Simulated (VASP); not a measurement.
# TiO2 in VASP: further runs

Runs on TiO2. Level: r2SCAN. Tasks: single point.

All numbers are computed with VASP 6.6.1; they aren't measurements. Logs are shortened: lines on timing, memory, paths and dates and some standing lists are left out, and cuts for length are marked.

**1. The cell of the first run**

The typed cell holds 6 atoms: a = 3.824 Å, b = 3.824 Å, c = 5.646 Å, α = 109.79°, β = 109.79°, γ = 90.00°.

**2. Single point, r2SCAN (12.08 Å³/atom)**

The input, POSCAR:

```
TiO2
1.0
    2.7040552163     -2.7041239309     -0.0201888012
    2.7040552163      2.7041239309     -0.0201888012
   -2.6665909351      0.0000000000      4.9767923345
Ti O
2 4
Direct
    0.1249807897      0.8750192103      0.2500000000
    0.8750192103      0.1249807897      0.7500000000
    0.3284563420      0.0784337527      0.6568728053
    0.6715436580      0.9215662473      0.3431271947
    0.9215662473      0.6715436580      0.8431271947
    0.0784337527      0.3284563420      0.1568728053
```

The input, INCAR.step1:

```
SYSTEM = TiO2
ALGO = Normal
EDIFF = 1E-4
ENCUT = 520
GGA = PE
ISMEAR = 0
LASPH = .TRUE.
LCHARG = .FALSE.
LREAL = .FALSE.
LWAVE = .TRUE.
NBANDS = 33
NELM = 100
PREC = Accurate
SIGMA = 0.02
```

The input, INCAR.step2:

```
SYSTEM = TiO2
ALGO = Normal
EDIFF = 1E-6
ENCUT = 520
ISIF = 2
ISMEAR = 0
ISTART = 1
LASPH = .TRUE.
LCHARG = .TRUE.
LELF = .TRUE.
LMIXTAU = .TRUE.
LREAL = .FALSE.
LVHAR = .TRUE.
LWAVE = .FALSE.
METAGGA = R2SCAN
NBANDS = 33
NELM = 100
PREC = Accurate
SIGMA = 0.02
```

The input, KPOINTS:

```
k-points
0
G
  8 8 6
  0 0 0
```

Potentials or basis: VASP PAW PBE potentials, release 64 (Ti_sv, O).

On the command line:

```
$ cat potpaw_PBE.64/Ti_sv/POTCAR potpaw_PBE.64/O/POTCAR > POTCAR
$ cp INCAR.step1 INCAR
$ mpirun -np 1 vasp_std > vasp.out
$ cp INCAR.step2 INCAR
$ mpirun -np 1 vasp_std > vasp.out
```

OUTCAR:

```text
SYSTEM = TiO2
   EDIFF = 1E-6
   ENCUT = 520
   ISIF = 2
   ISMEAR = 0
   ISTART = 1
   LASPH = .TRUE.
   LREAL = .FALSE.
   METAGGA = R2SCAN
   NELM = 100
   PREC = Accurate

 ion  position               nearest neighbor table
   1  0.125  0.875  0.250-   4 1.97   6 1.97   4 1.97   6 1.97   3 2.02   5 2.02
   2  0.875  0.125  0.750-   3 1.97   5 1.97   5 1.97   3 1.97   6 2.02   4 2.02
   3  0.328  0.078  0.657-   2 1.97   2 1.97   1 2.02
   4  0.672  0.922  0.343-   1 1.97   1 1.97   2 2.02
   5  0.922  0.672  0.843-   2 1.97   2 1.97   1 2.02
   6  0.078  0.328  0.157-   1 1.97   1 1.97   2 2.02

  LATTYP: Found a base centered monoclinic cell.
 ALAT       =     5.4082611625
 B/A-ratio  =     0.9999975407
 C/A-ratio  =     1.0439888053
 COS(beta)  =    -0.4788512799

  Lattice vectors:

 A1 = (   2.7040552163,  -2.7041239309,  -0.0201888012)
 A2 = (   2.7040552163,   2.7041239309,  -0.0201888012)
 A3 = (  -2.6665909351,   0.0000000000,   4.9767923345)

Analysis of symmetry for initial positions (statically):
=====================================================================
 Subroutine PRICEL returns:
 Original cell was already a primitive cell.

 Routine SETGRP: Setting up the symmetry group for a
 base centered monoclinic supercell.

 Subroutine GETGRP returns: Found  4 space group operations
 (whereof  2 operations were pure point group operations)
 out of a pool of  4 trial point group operations.

The static configuration has the point symmetry S_2 .
 The point group associated with its full space group is C_2h.

Analysis of symmetry for dynamics (positions and initial velocities):
=====================================================================
 Subroutine PRICEL returns:
 Original cell was already a primitive cell.

 Routine SETGRP: Setting up the symmetry group for a
 base centered monoclinic supercell.

 Subroutine GETGRP returns: Found  4 space group operations
 (whereof  2 operations were pure point group operations)
 out of a pool of  4 trial point group operations.

The dynamic configuration has the point symmetry S_2 .
 The point group associated with its full space group is C_2h.

 Subroutine INISYM returns: Found  4 space group operations
 (whereof  2 operations are pure point group operations),
 and found     1 'primitive' translations

----------------------------------------------------------------------------------------

                                     Primitive cell

  volume of cell :      72.4905

  direct lattice vectors                    reciprocal lattice vectors
     2.704055216 -2.704123931 -0.020188801     0.185650139 -0.184902768  0.099472299
     2.704055216  2.704123931 -0.020188801     0.185650139  0.184902768  0.099472299
    -2.666590935  0.000000000  4.976792334     0.001506213  0.000000000  0.201739672

  length of vectors
     3.824213440  3.824213440  5.646164110     0.280267276  0.280267276  0.201745295

  position of ions in fractional coordinates (direct lattice)
     0.124980790  0.875019210  0.250000000
     0.875019210  0.124980790  0.750000000
     0.328456342  0.078433753  0.656872805
     0.671543658  0.921566247  0.343127195
     0.921566247  0.671543658  0.843127195
     0.078433753  0.328456342  0.156872805

  ion indices of the primitive-cell ions
   primitive index   ion index
                 1           1
                 2           2
                 3           3
                 4           4
                 5           5
                 6           6

----------------------------------------------------------------------------------------

 KPOINTS: k-points

Automatic generation of k-mesh.
 Grid dimensions read from file:
 generate k-points for:    8    8    6

 Generating k-lattice:

  Cartesian coordinates                     Fractional coordinates (reciprocal lattice)
     0.023206267 -0.023112846  0.012434037     0.125000000  0.000000000  0.000000000
     0.023206267  0.023112846  0.012434037     0.000000000  0.125000000  0.000000000
     0.000251035  0.000000000  0.033623279     0.000000000  0.000000000  0.166666667

  Length of vectors
     0.035033410  0.035033410  0.033624216

  Shift w.r.t. Gamma in fractional coordinates (k-lattice)
     0.000000000  0.000000000  0.000000000

 Subroutine IBZKPT returns following result:
 ===========================================

 Found    114 irreducible k-points:

 Following reciprocal coordinates:
            Coordinates               Weight
  0.000000  0.000000  0.000000      1.000000
  0.125000 -0.000000  0.000000      4.000000
  0.250000 -0.000000  0.000000      4.000000
  0.375000 -0.000000  0.000000      4.000000
  0.500000 -0.000000  0.000000      2.000000
  0.125000  0.125000  0.000000      2.000000
[... 16 lines left out ...]
  0.125000  0.000000  0.166667      4.000000
  0.250000  0.000000  0.166667      4.000000
 [... further k-points ...]
   k-points           NKPTS =    114   k-points in BZ     NKDIM =    114   number of bands    NBANDS=     33
   number of dos      NEDOS =    301   number of ions     NIONS =      6
   total plane-waves  NPLWV =  32928
   dimension x,y,z NGX =    28 NGY =   28 NGZ =   42
   dimension x,y,z NGXF=    56 NGYF=   56 NGZF=   84
   ions per type =               2   4
   NGX,Y,Z   is equivalent  to a cutoff of  12.17, 12.17, 12.37 a.u.
   NGXF,Y,Z  is equivalent  to a cutoff of  24.34, 24.34, 24.73 a.u.
 SYSTEM =  TiO2
   PREC   = accura    normal or accurate (medium, high low for compatibility)
   ISTART =      1    job   : 0-new  1-cont  2-samecut
   ICHARG =      0    charge: 1-file 2-atom 10-const
   ISPIN  =      1    spin polarized calculation?
   LNONCOLLINEAR =      F non collinear calculations
   LSORBIT =      F    spin-orbit coupling
   LASPH  =      T    aspherical Exc in radial PAW
   ENCUT  =  520.0 eV  38.22 Ry    6.18 a.u.   7.11  7.11 10.50*2*pi/ulx,y,z
   NELM   =    100;   NELMIN=  2; NELMDL=  0     # of ELM steps
   EDIFF  = 0.1E-05   stopping-criterion for ELM
   LREAL  =      F    real-space projection
   EDIFFG = 0.1E-04   stopping-criterion for IOM
   NSW    =      0    number of steps for IOM
   IBRION =     -1    ionic relax: 0-MD 1-quasi-New 2-CG
   NFREE  =      0    steps in history (QN), initial steepest desc. (CG)
   ISIF   =      2    stress and relaxation
   ISYM   =      2    0-nonsym 1-usesym 2-fastsym
   POTIM  = 0.5000    time-step for ionic-motion
   TEBEG  =    0.0;   TEEND  =   0.0 temperature during run
   PSTRESS=    0.0 pullay stress
   NELECT =      48.0000    total number of electrons
   NUPDOWN=      -1.0000    fix difference up-down
   EMIN   =  10.00;   EMAX   =-10.00  energy-range for DOS
   EFERMI =   0.00;   METHOD = LEGACY
   ISMEAR =     0;   SIGMA  =   0.02  broadening in eV -4-tet -1-fermi 0-gaus
   EFERMI_NEDOS =   21; number of points for ismear=-14 and -15
   IALGO  =     38    algorithm
   IMIX   =      4    mixing-type and parameters
     AMIX     =   0.40;   BMIX     =  1.00
     AMIX_MAG =   1.60;   BMIX_MAG =  1.00
  volume/ion in A,a.u.               =      12.08        81.53
  Fermi-wavevector in a.u.,A,eV,Ry     =   1.426905  2.696459 27.702237  2.036057
  Thomas-Fermi vector in A             =   2.547132
   LORBIT       =      0    0 simple, 1 ext, 2 COOP (PROOUT), +10 PAW based schemes
   METAGGA = R2SCAN    functional components
   LHFCALC =     F    Hartree Fock is set to
   AEXX    =    0.0000 exact exchange contribution
   IVDW    =     0    specifies the selected vdW correction
   LEPSILON=     F    determine dielectric tensor
   LRPA    =     F    only Hartree local field effects (RPA)
 non-spin polarized calculation
 Gauss-broadening in eV      SIGMA  =   0.02
  energy-cutoff  :      520.00
  volume of cell :       72.49
 maximum number of plane-waves:      1971
   NGX = 15   NGY = 15   NGZ = 21

 number of electron      48.0000000 magnetization

 Free energy of the ion-electron system (eV)
  ---------------------------------------------------
  ext. energy  EPLUGINS =         0.00000000
  ---------------------------------------------------
  free energy    TOTEN  =       -69.75254831 eV

  energy without entropy =      -69.75254831  energy(sigma->0) =      -69.75254831

 E-fermi :   2.5280     XC(G=0): -11.1132

 val. band max:        2.4298503983   @ k =  -0.3750   0.3750   0.0000
 cond. band min:       4.9933704712   @ k =   0.0000   0.0000   0.0000
 fundamental gap:      2.5635200729
 Fermi energy:         2.5280187543

 k-point     1 :       0.0000    0.0000    0.0000
  band No.  band energies     occupation
      1     -56.2761      2.00000
      2     -56.2338      2.00000
      3     -31.6178      2.00000
      4     -31.4118      2.00000
      5     -31.4118      2.00000
      6     -31.3604      2.00000
[... 25 lines left out ...]
     32       7.6039      0.00000
     33       7.8435      0.00000

 k-point     2 :       0.1250   -0.0000    0.0000
  band No.  band energies     occupation
      1     -56.2746      2.00000
      2     -56.2347      2.00000
      3     -31.6141      2.00000
      4     -31.4289      2.00000
      5     -31.4128      2.00000
      6     -31.3679      2.00000
[... 25 lines left out ...]
     32       8.0001      0.00000
     33       8.2186      0.00000

 k-point     3 :       0.2500   -0.0000    0.0000
  band No.  band energies     occupation
      1     -56.2707      2.00000
      2     -56.2372      2.00000
      3     -31.6052      2.00000
      4     -31.4683      2.00000
      5     -31.4149      2.00000
      6     -31.3839      2.00000
[... 25 lines left out ...]
     32       8.3756      0.00000
     33       8.6214      0.00000

 k-point     4 :       0.3750   -0.0000    0.0000
  band No.  band energies     occupation
      1     -56.2659      2.00000
      2     -56.2406      2.00000
      3     -31.5959      2.00000
      4     -31.5077      2.00000
      5     -31.4168      2.00000
      6     -31.3955      2.00000
[... 673 lines left out ...]
     32       7.7636      0.00000
     33       7.8369      0.00000

 k-point    23 :       0.1250    0.0000    0.1667
  band No.  band energies     occupation
      1     -56.2700      2.00000
      2     -56.2394      2.00000
      3     -31.5807      2.00000
      4     -31.4384      2.00000
      5     -31.4196      2.00000
      6     -31.3631      2.00000
[... 25 lines left out ...]
     32       8.1071      0.00000
     33       8.1895      0.00000

 k-point    24 :       0.2500    0.0000    0.1667
  band No.  band energies     occupation
      1     -56.2652      2.00000
      2     -56.2427      2.00000
      3     -31.5686      2.00000
      4     -31.4811      2.00000
      5     -31.4207      2.00000
      6     -31.3833      2.00000
[... 25 lines left out ...]
     32       8.4400      0.00000
     33       8.5007      0.00000

 [... further k-points ...]

------------------------ aborting loop because EDIFF is reached ----------------------------------------

  FORCE on cell =-STRESS in cart. coord.  units (eV):
  Direction    XX          YY          ZZ          XY          YZ          ZX
  --------------------------------------------------------------------------------------
  -------------------------------------------------------------------------------------
  Total       -4.1294949     -4.1282111     -4.1616343      0.0000000      0.0000000     -0.0081376
  in kB      -91.2697120    -91.2413384    -91.9800549      0.0000000      0.0000000     -0.1798569
  external PRESSURE =     -91.4970351 kB  Pullay stress =       0.0000000 kB

 VOLUME and BASIS-vectors are now :
 -----------------------------------------------------------------------------
  energy-cutoff  :      520.00
  volume of cell :       72.49
      direct lattice vectors                 reciprocal lattice vectors
     2.704055216 -2.704123931 -0.020188801     0.185650139 -0.184902768  0.099472299
     2.704055216  2.704123931 -0.020188801     0.185650139  0.184902768  0.099472299
    -2.666590935  0.000000000  4.976792334     0.001506213  0.000000000  0.201739672

 POSITION                                       TOTAL-FORCE (eV/Angst)
 -----------------------------------------------------------------------------------
      2.03741      2.02820      1.22401         0.000000     -0.000022      0.000000
      0.70411     -2.02820      3.71241         0.000000      0.000022      0.000000
     -0.65136     -0.67609      3.26090        -0.002170      0.001736      0.031185
      3.39288      0.67609      1.67551         0.002170     -0.001736     -0.031185
      2.05958     -0.67609      4.16391         0.002170      0.001736     -0.031185
      0.68194      0.67609      0.77251        -0.002170     -0.001736      0.031185
 -----------------------------------------------------------------------------------
    total drift:                                0.000000     -0.000000      0.000000

  FREE ENERGIE OF THE ION-ELECTRON SYSTEM (eV)
  ---------------------------------------------------
  free  energy   TOTEN  =       -69.7525483103 eV

  energy  without entropy=      -69.7525483103  energy(sigma->0) =      -69.75254831
```

Run time: 8.2 min. Hardware: 1 thread of AMD EPYC 9R45 (Zen 5), shared host; peak memory 0.3 GiB.

What came out:

* Free energy: -69.7525 eV
* Pressure: -9.1 GPa
* Largest force: 0.031 eV/Å
* Band gap on the k mesh: 2.56 eV (least direct gap 2.78 eV)

Forces on the atoms (eV/Å):
```
Ti   0.000  0.000  0.000
Ti   0.000  0.000  0.000
O   -0.002  0.002  0.031
O    0.002 -0.002 -0.031
O    0.002  0.002 -0.031
O   -0.002 -0.002  0.031
```

Caveat: the cell stands under tension; the PAW data sets were made with another functional, which shifts forces and pressure a little. A k mesh can miss the band edges.

**3. Single point, r2SCAN**

This run uses another cell than the first one: it holds 12 atoms, not 6.

The input, POSCAR:

```
TiO2
1.0
    2.6711600386     -2.6712510904     -0.0201684203
    0.0358186650     -2.6712510904      4.7918789643
   -5.3423200773     -5.3425021808      0.0403368406
Ti O
4 8
Direct
    0.8749747457      0.2500000000      0.0624873728
    0.8749747457      0.2500000000      0.5624873728
    0.1250252543      0.7500000000      0.4375126272
    0.1250252543      0.7500000000      0.9375126272
    0.6677372921      0.6645446499      0.4588758205
    0.6677372921      0.6645446499      0.9588758205
    0.3322627079      0.3354553501      0.0411241795
    0.3322627079      0.3354553501      0.5411241795
    0.0822962909      0.8354553501      0.1661409710
    0.0822962909      0.8354553501      0.6661409710
    0.9177037091      0.1645446499      0.3338590290
    0.9177037091      0.1645446499      0.8338590290
```

The input, INCAR.step1:

```
SYSTEM = TiO2
PREC     = Accurate       ! precision mode
ENCUT    = 520            ! plane-wave cutoff, eV
ISMEAR   = 0              ! smearing method
SIGMA    = 0.05           ! smearing width, eV
LREAL    = .FALSE.        ! projectors in reciprocal space
LASPH    = .TRUE.         ! aspherical terms in the spheres
NELM     = 100            ! most SCF steps
NBANDS   = 60             ! bands
GGA      = PE             ! functional
ALGO     = Normal         ! electronic algorithm
EDIFF    = 1E-4           ! SCF threshold, eV
LWAVE    = .TRUE.         ! write WAVECAR
LCHARG   = .FALSE.        ! write CHGCAR
```

The input, INCAR.step2:

```
SYSTEM = TiO2
PREC     = Accurate       ! precision mode
ENCUT    = 520            ! plane-wave cutoff, eV
EDIFF    = 1E-7           ! SCF threshold, eV
ISMEAR   = 0              ! smearing method
SIGMA    = 0.05           ! smearing width, eV
LREAL    = .FALSE.        ! projectors in reciprocal space
LASPH    = .TRUE.         ! aspherical terms in the spheres
NELM     = 100            ! most SCF steps
ALGO     = Normal         ! electronic algorithm
ISIF     = 2              ! what is computed and relaxed
LWAVE    = .FALSE.        ! write WAVECAR
LCHARG   = .TRUE.         ! write CHGCAR
METAGGA  = R2SCAN         ! meta-GGA
LMIXTAU  = .TRUE.       
LELF     = .TRUE.         ! ELF
LVHAR    = .TRUE.       
NBANDS   = 60             ! bands
ISTART   = 1
```

The input, KPOINTS:

```
regular mesh
0
G
  6 6 4
  0 0 0
```

Potentials or basis: VASP PAW PBE potentials, release 64 (Ti_sv, O).

On the command line:

```
$ cat potpaw_PBE.64/Ti_sv/POTCAR potpaw_PBE.64/O/POTCAR > POTCAR
$ cp INCAR.step1 INCAR
$ mpirun -np 1 vasp_std > vasp.out
$ cp INCAR.step2 INCAR
$ mpirun -np 1 vasp_std > vasp.out
```

Wall time 2.5 h (1 thread of Oxide Virtual Turin-like, shared host); peak memory 0.52 GiB.

It converged, with:

| Property | Result |
| --- | --- |
| Free energy | -139.7164 eV |
| Pressure | 1.2 GPa |
| Largest force | 0.026 eV/Å |
| Band gap on the k mesh | 2.60 eV |

Forces in eV/Å, atoms in the order of the input:
```
Ti  -0.001  0.000 -0.001
Ti  -0.001  0.000 -0.001
Ti   0.001  0.000  0.001
Ti   0.001  0.000  0.001
O    0.001 -0.001  0.025
O    0.001 -0.001  0.025
O   -0.001  0.001 -0.025
O   -0.001  0.001 -0.025
O    0.000  0.000 -0.026
O    0.000  0.000 -0.026
O    0.000  0.000  0.026
O    0.000  0.000  0.026
```

Stress tensor (GPa, compression positive):
```
1.29 0.00 0.00
0.00 1.29 0.00
0.00 0.00 1.09
```

Levels at points of the mesh, in eV from the valence-band top:
| k point | band 45 | band 46 | band 47 | band 48 | band 49 | band 50 | band 51 | band 52 |
| --- | --- | --- | --- | --- | --- | --- | --- | --- |
| (0.00, 0.00, 0.00) | -0.75 | -0.64 | -0.43 | -0.43 | 2.60 | 3.32 | 3.73 | 4.00 |
| (0.50, 0.00, 0.00) | -0.83 | -0.64 | 0.00 | 0.00 | 3.73 | 3.78 | 3.78 | 4.00 |
| (0.00, 0.50, 0.00) | -0.83 | -0.64 | -0.08 | -0.08 | 2.95 | 2.95 | 3.73 | 4.00 |
| (0.50, 0.50, 0.00) | -0.83 | -0.64 | 0.00 | 0.00 | 3.73 | 3.78 | 3.78 | 4.00 |
| (0.00, 0.00, 0.50) | -0.76 | -0.76 | -0.49 | -0.49 | 3.44 | 3.44 | 3.70 | 3.70 |
| (0.50, 0.00, 0.50) | -0.53 | -0.53 | -0.24 | -0.24 | 3.59 | 3.59 | 3.70 | 3.70 |
| (0.00, 0.50, 0.50) | -0.62 | -0.62 | -0.60 | -0.60 | 3.31 | 3.31 | 3.81 | 3.81 |
| (0.50, 0.50, 0.50) | -0.53 | -0.53 | -0.24 | -0.24 | 3.59 | 3.59 | 3.70 | 3.70 |

Caveat: the PAW data sets were made with another functional, which shifts forces and pressure a little.
